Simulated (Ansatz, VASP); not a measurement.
Be: VASP beside Ansatz

```xyz
2
Lattice="2.2648 0.0000 0.0000 -1.1324 1.9614 0.0000 0.0000 0.0000 3.5741" Properties=species:S:1:pos:R:3 pbc="T T T"
Be    0.0000    1.3076    2.6806
Be    1.1324    0.6538    0.8935
```

Alike in both runs: task single point; functional PBEsol; k mesh 21 × 21 × 11; occupations fermi-dirac, width 0.05 eV; no spin polarisation.

```csv
,VASP,Ansatz
version,VASP 6.6.1,Ansatz 0.2.0
potentials or method,"VASP PAW PBE potentials, release 64 (Be), cutoff 520 eV","all-electron LAPW, scalar-relativistic"
```

```csv
,VASP,Ansatz,Ansatz less VASP
pressure (GPa),-1.2,-1.7,-0.46
"traceless stress, the component that is largest in VASP (GPa)",-0.17,-0.21,-0.049
```

VASP's potentials were made for PBE, not for PBEsol. Ansatz ran all-electron here, and VASP with PAW potentials.
